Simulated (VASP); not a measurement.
# H3C11 in VASP: single point with PBE

Aim: the single point of H3C11 with PBE.

All numbers are computed with VASP 6.6.1; they aren't measurements. Logs are shortened: lines on timing, memory, paths and dates and some standing lists are left out, and cuts for length are marked.

## 1. The cell of the first run

The cell holds a slab with vacuum, 28 atoms: a = 5.051 Å, b = 2.525 Å, c = 29.387 Å, α = 90.00°, β = 90.00°, γ = 90.00°.

## 2. Single point, PBE

The input, INCAR:

```
ALGO = Normal ; DIPOL = 0.5 0.5 0.452
EDIFF = 1E-6 ; ENCUT = 520
GGA = PE ; GGA_COMPAT = False
IDIPOL = 3 ; ISIF = 2
ISMEAR = 0 ; LASPH = True
LCHARG = True ; LDIPOL = True
LELF = True ; LREAL = False
LVACPOTAV = True ; LVHAR = True
LWAVE = False ; NBANDS = 67
NELM = 120 ; NELMDL = -8
PREC = Accurate ; SIGMA = 0.05
```

The input, KPOINTS:

```
k-points
0
Gamma
  5 10 1
```

The input, POSCAR:

```
H3C11
1.0
    5.0508265914      0.0000000000      0.0000000000
    0.0000000000      2.5254132957      0.0000000000
    0.0000000000      0.0000000000     29.3869203335
H C
6 22
Direct
    0.2500000000      0.1314227055      0.2892443272
    0.2500000000      0.8685772945      0.2892443272
    0.7500000000      0.8685772945      0.2892443272
    0.7500000000      0.1314227055      0.2892443272
    0.5043665385      0.0000000000      0.6475305843
    0.9956334615      0.0000000000      0.6475305843
    0.2500000000      0.5000000000      0.3116432718
    0.7500000000      0.5000000000      0.3116432718
    0.5000000000      0.5000000000      0.3420264634
    0.0000000000      0.5000000000      0.3420264634
    0.5000000000      0.0000000000      0.3724096552
    0.0000000000      0.0000000000      0.3724096552
    0.7500000000      0.0000000000      0.4027928468
    0.2500000000      0.0000000000      0.4027928468
    0.7500000000      0.5000000000      0.4331760385
    0.2500000000      0.5000000000      0.4331760385
    0.0026977059      0.5000000000      0.4635702643
    0.4973022941      0.5000000000      0.4635702643
    0.0027574129      0.0000000000      0.4939484676
    0.4972425871      0.0000000000      0.4939484676
    0.2500000000      0.0000000000      0.5262493344
    0.7500000000      0.0000000000      0.5225451954
    0.2500000000      0.5000000000      0.5579032603
    0.7500000000      0.5000000000      0.5516053387
    0.5179748947      0.5000000000      0.5854698279
   -0.0179748947      0.5000000000      0.5854698279
    0.5894128249      0.0000000000      0.6130597348
    0.9105871751      0.0000000000      0.6130597348
```

Potentials or basis: VASP PAW PBE potentials, release 64 (H, C).

Started as:

```
> cat potpaw_PBE.64/H/POTCAR potpaw_PBE.64/C/POTCAR > POTCAR
> mpirun -np 1 vasp_std > vasp.out
```

OUTCAR:

```text
EDIFF = 1E-6
   ENCUT = 520
   GGA = PE
   ISIF = 2
   ISMEAR = 0
   LASPH = True
   LREAL = False
   NELM = 120
   NELMDL = -8
   PREC = Accurate

 ion  position               nearest neighbor table
   1  0.250  0.131  0.289-   2 0.66   7 1.14
   2  0.250  0.869  0.289-   1 0.66   7 1.14
   3  0.750  0.869  0.289-   4 0.66   8 1.14
   4  0.750  0.131  0.289-   3 0.66   8 1.14
   5  0.504  0.000  0.648-  27 1.10
   6  0.996  0.000  0.648-  28 1.10
   7  0.250  0.500  0.312-   1 1.14   2 1.14   9 1.55  10 1.55
   8  0.750  0.500  0.312-   3 1.14   4 1.14   9 1.55  10 1.55
   9  0.500  0.500  0.342-   7 1.55   8 1.55  11 1.55  11 1.55
  10  0.000  0.500  0.342-   7 1.55   8 1.55  12 1.55  12 1.55
  11  0.500  0.000  0.372-  13 1.55  14 1.55   9 1.55   9 1.55
  12  0.000  0.000  0.372-  13 1.55  14 1.55  10 1.55  10 1.55
[... 14 lines left out ...]
  27  0.589  0.000  0.613-   5 1.10  25 1.54  25 1.54  28 1.62
  28  0.911  0.000  0.613-   6 1.10  26 1.54  26 1.54  27 1.62

  LATTYP: Found a simple orthorhombic cell.
 ALAT       =     2.5254132957
 B/A-ratio  =     2.0000000000
 C/A-ratio  =    11.6364796145

  Lattice vectors:

 A1 = (   0.0000000000,  -2.5254132957,   0.0000000000)
 A2 = (   5.0508265914,   0.0000000000,   0.0000000000)
 A3 = (   0.0000000000,   0.0000000000,  29.3869203335)

Analysis of symmetry for initial positions (statically):
=====================================================================
 Subroutine PRICEL returns:
 Original cell was already a primitive cell.

 Routine SETGRP: Setting up the symmetry group for a
 simple orthorhombic supercell.

 Subroutine GETGRP returns: Found  4 space group operations
 (whereof  2 operations were pure point group operations)
 out of a pool of  8 trial point group operations.

The static configuration has the point symmetry C_1h.
 The point group associated with its full space group is C_2v.

Analysis of symmetry for dynamics (positions and initial velocities):
=====================================================================
 Subroutine PRICEL returns:
 Original cell was already a primitive cell.

 Routine SETGRP: Setting up the symmetry group for a
 simple orthorhombic supercell.

 Subroutine GETGRP returns: Found  4 space group operations
 (whereof  2 operations were pure point group operations)
 out of a pool of  8 trial point group operations.

The dynamic configuration has the point symmetry C_1h.
 The point group associated with its full space group is C_2v.

 Subroutine INISYM returns: Found  4 space group operations
 (whereof  2 operations are pure point group operations),
 and found     1 'primitive' translations

----------------------------------------------------------------------------------------

                                     Primitive cell

  volume of cell :     374.8426

  direct lattice vectors                    reciprocal lattice vectors
     5.050826591  0.000000000  0.000000000     0.197987395  0.000000000  0.000000000
     0.000000000  2.525413296  0.000000000     0.000000000  0.395974790  0.000000000
     0.000000000  0.000000000 29.386920334     0.000000000  0.000000000  0.034028744

  length of vectors
     5.050826591  2.525413296 29.386920334     0.197987395  0.395974790  0.034028744

  position of ions in fractional coordinates (direct lattice)
     0.250000000  0.131422706  0.289244327
     0.250000000  0.868577294  0.289244327
     0.750000000  0.868577294  0.289244327
     0.750000000  0.131422706  0.289244327
     0.504366539  0.000000000  0.647530584
     0.995633461  0.000000000  0.647530584
[... 20 lines left out ...]
     0.589412825  0.000000000  0.613059735
     0.910587175  0.000000000  0.613059735

  ion indices of the primitive-cell ions
   primitive index   ion index
                 1           1
                 2           2
                 3           3
                 4           4
                 5           5
                 6           6
[... 20 lines left out ...]
                27          27
                28          28

----------------------------------------------------------------------------------------

 KPOINTS: k-points

Automatic generation of k-mesh.
 Grid dimensions read from file:
 generate k-points for:    5   10    1

 Generating k-lattice:

  Cartesian coordinates                     Fractional coordinates (reciprocal lattice)
     0.039597479  0.000000000  0.000000000     0.200000000  0.000000000  0.000000000
     0.000000000  0.039597479  0.000000000     0.000000000  0.100000000  0.000000000
     0.000000000  0.000000000  0.034028744     0.000000000  0.000000000  1.000000000

  Length of vectors
     0.039597479  0.039597479  0.034028744

  Shift w.r.t. Gamma in fractional coordinates (k-lattice)
     0.000000000  0.000000000  0.000000000

 Subroutine IBZKPT returns following result:
 ===========================================

 Found     18 irreducible k-points:

 Following reciprocal coordinates:
            Coordinates               Weight
  0.000000  0.000000  0.000000      1.000000
  0.200000  0.000000  0.000000      2.000000
  0.400000  0.000000  0.000000      2.000000
  0.000000  0.100000  0.000000      2.000000
  0.200000  0.100000  0.000000      4.000000
  0.400000  0.100000  0.000000      4.000000
[... 10 lines left out ...]
  0.200000  0.500000  0.000000      2.000000
  0.400000  0.500000  0.000000      2.000000
   k-points           NKPTS =     18   k-points in BZ     NKDIM =     18   number of bands    NBANDS=     67
   number of dos      NEDOS =    301   number of ions     NIONS =     28
   total plane-waves  NPLWV = 179200
   dimension x,y,z NGX =    40 NGY =   20 NGZ =  224
   dimension x,y,z NGXF=    80 NGYF=   40 NGZF=  448
   ions per type =               6  22
   NGX,Y,Z   is equivalent  to a cutoff of  13.17, 13.17, 12.67 a.u.
   NGXF,Y,Z  is equivalent  to a cutoff of  26.33, 26.33, 25.34 a.u.
 SYSTEM =  unknown system
   PREC   = accura    normal or accurate (medium, high low for compatibility)
   ISTART =      0    job   : 0-new  1-cont  2-samecut
   ICHARG =      2    charge: 1-file 2-atom 10-const
   ISPIN  =      1    spin polarized calculation?
   LNONCOLLINEAR =      F non collinear calculations
   LSORBIT =      F    spin-orbit coupling
   LASPH  =      T    aspherical Exc in radial PAW
   ENCUT  =  520.0 eV  38.22 Ry    6.18 a.u.   9.39  4.70 54.64*2*pi/ulx,y,z
   NELM   =    120;   NELMIN=  2; NELMDL= -8     # of ELM steps
   EDIFF  = 0.1E-05   stopping-criterion for ELM
   LREAL  =      F    real-space projection
   EDIFFG = 0.1E-04   stopping-criterion for IOM
   NSW    =      0    number of steps for IOM
   IBRION =     -1    ionic relax: 0-MD 1-quasi-New 2-CG
   NFREE  =      0    steps in history (QN), initial steepest desc. (CG)
   ISIF   =      2    stress and relaxation
   ISYM   =      2    0-nonsym 1-usesym 2-fastsym
   POTIM  = 0.5000    time-step for ionic-motion
   TEBEG  =    0.0;   TEEND  =   0.0 temperature during run
   PSTRESS=    0.0 pullay stress
   NELECT =      94.0000    total number of electrons
   NUPDOWN=      -1.0000    fix difference up-down
   EMIN   =  10.00;   EMAX   =-10.00  energy-range for DOS
   EFERMI =   0.00;   METHOD = LEGACY
   ISMEAR =     0;   SIGMA  =   0.05  broadening in eV -4-tet -1-fermi 0-gaus
   EFERMI_NEDOS =   21; number of points for ismear=-14 and -15
   IALGO  =     38    algorithm
   IMIX   =      4    mixing-type and parameters
     AMIX     =   0.40;   BMIX     =  1.00
     AMIX_MAG =   1.60;   BMIX_MAG =  1.00
  volume/ion in A,a.u.               =      13.39        90.34
  Fermi-wavevector in a.u.,A,eV,Ry     =   1.032368  1.950892 14.500862  1.065783
  Thomas-Fermi vector in A             =   2.166562
   LORBIT       =      0    0 simple, 1 ext, 2 COOP (PROOUT), +10 PAW based schemes
   GGA     = PE    functional components
   LHFCALC =     F    Hartree Fock is set to
   AEXX    =    0.0000 exact exchange contribution
   IVDW    =     0    specifies the selected vdW correction
   LEPSILON=     F    determine dielectric tensor
   LRPA    =     F    only Hartree local field effects (RPA)
 non-spin polarized calculation
 Gauss-broadening in eV      SIGMA  =   0.05
  energy-cutoff  :      520.00
  volume of cell :      374.84
 maximum number of plane-waves:     10191
 NGX is ok and might be reduce to    40
   NGX = 19   NGY =  9   NGZ =109

 dipolmoment           0.000000      0.000000     -0.028417 electrons x Angstroem

 number of electron      94.0000009 magnetization

 dipolmoment           0.000000      0.000000      0.027969 electrons x Angstroem

 Free energy of the ion-electron system (eV)
  ---------------------------------------------------
  ext. energy  EPLUGINS =         0.00000000
  ---------------------------------------------------
  free energy    TOTEN  =      -213.21706083 eV

  energy without entropy =     -213.21706083  energy(sigma->0) =     -213.21706083

 E-fermi :   2.4845     XC(G=0):  -5.4275

 val. band max:        2.2301447750   @ k =   0.0000   0.0000   0.0000
 cond. band min:       3.6123272227   @ k =   0.0000   0.0000   0.0000
 fundamental gap:      1.3821824478
 Fermi energy:         2.4844958234

 k-point     1 :       0.0000    0.0000    0.0000
  band No.  band energies     occupation
      1     -19.8634      2.00000
      2     -19.2093      2.00000
      3     -18.1301      2.00000
      4     -16.6646      2.00000
      5     -15.4059      2.00000
      6     -15.3912      2.00000
[... 51 lines left out ...]
     58       6.5673      0.00000
     59       6.7248      0.00000

 k-point     2 :       0.2000    0.0000    0.0000
  band No.  band energies     occupation
      1     -19.6854      2.00000
      2     -19.0464      2.00000
      3     -17.9895      2.00000
      4     -16.9241      2.00000
      5     -16.5808      2.00000
      6     -16.1488      2.00000
[... 981 lines left out ...]
     58       9.0314      0.00000
     59       9.2754      0.00000

 k-point    18 :       0.4000    0.5000    0.0000
  band No.  band energies     occupation
      1     -14.8198      2.00000
      2     -14.7579      2.00000
      3     -14.4023      2.00000
      4     -14.2630      2.00000
      5     -13.8322      2.00000
      6     -13.7870      2.00000
[... 51 lines left out ...]
     58       8.7119      0.00000
     59       8.8647      0.00000
 [bands above 59 left out]

------------------------ aborting loop because EDIFF is reached ----------------------------------------

  FORCE on cell =-STRESS in cart. coord.  units (eV):
  Direction    XX          YY          ZZ          XY          YZ          ZX
  --------------------------------------------------------------------------------------
  -------------------------------------------------------------------------------------
  Total       -2.7478666     37.0085898     -3.3037920      0.0000000      0.0000000      0.0000000
  in kB      -11.7451140    158.1845716    -14.1212873      0.0000000      0.0000000      0.0000000
  external PRESSURE =      44.1060568 kB  Pullay stress =       0.0000000 kB

 VOLUME and BASIS-vectors are now :
 -----------------------------------------------------------------------------
  energy-cutoff  :      520.00
  volume of cell :      374.84
      direct lattice vectors                 reciprocal lattice vectors
     5.050826591  0.000000000  0.000000000     0.197987395  0.000000000  0.000000000
     0.000000000  2.525413296  0.000000000     0.000000000  0.395974790  0.000000000
     0.000000000  0.000000000 29.386920334     0.000000000  0.000000000  0.034028744

 POSITION                                       TOTAL-FORCE (eV/Angst)
 -----------------------------------------------------------------------------------
      1.26271      0.33190      8.50000         0.000000     12.456334      0.543785
      1.26271      2.19352      8.50000         0.000000    -12.456334      0.543785
      3.78812      2.19352      8.50000         0.000000    -12.456458      0.543223
      3.78812      0.33190      8.50000         0.000000     12.456458      0.543223
      2.54747      0.00000     19.02893        -0.006589      0.000000      0.020209
      5.02877      0.00000     19.02893         0.006589      0.000000      0.020209
[... 20 lines left out ...]
      2.97702      0.00000     18.01594         0.000088      0.000000      0.010369
      4.59922      0.00000     18.01594        -0.000088      0.000000      0.010369
 -----------------------------------------------------------------------------------
    total drift:                                0.000000      0.000000     -0.000096

  FREE ENERGIE OF THE ION-ELECTRON SYSTEM (eV)
  ---------------------------------------------------
  free  energy   TOTEN  =      -213.2170608275 eV

  energy  without entropy=     -213.2170608275  energy(sigma->0) =     -213.21706083

 vacuum level on the upper side and lower side of the slab         4.686         4.289
```

It took 33 min on 1 thread of Intel Xeon Platinum 8488C (Sapphire Rapids), shared host; peak memory 0.61 GiB.

What came out:

| Property | Result |
| --- | --- |
| Free energy | -213.2171 eV |
| Largest force | 12.468 eV/Å |
| Band gap on the k mesh | 1.38 eV |

Forces on the atoms (eV/Å):
```
H     0.000  12.456   0.544
H     0.000 -12.456   0.544
H     0.000 -12.456   0.543
H     0.000  12.456   0.543
H    -0.007   0.000   0.020
H     0.007   0.000   0.020
C     0.000   0.000   0.187
C     0.000   0.000   0.180
C     0.009   0.000  -1.372
C    -0.009   0.000  -1.372
C    -0.019   0.000   0.088
C     0.019   0.000   0.088
C     0.000   0.000   0.028
C     0.000   0.000  -0.071
C     0.000   0.000   0.231
C     0.000   0.000  -0.227
C     0.002   0.000   0.001
C    -0.002   0.000   0.001
C     0.005   0.000  -0.003
C    -0.005   0.000  -0.003
C     0.000   0.000   0.001
C     0.000   0.000   0.006
C     0.000   0.000   0.011
C     0.000   0.000  -0.015
C    -0.036   0.000   0.004
C     0.036   0.000   0.004
C     0.000   0.000   0.010
C     0.000   0.000   0.010
```
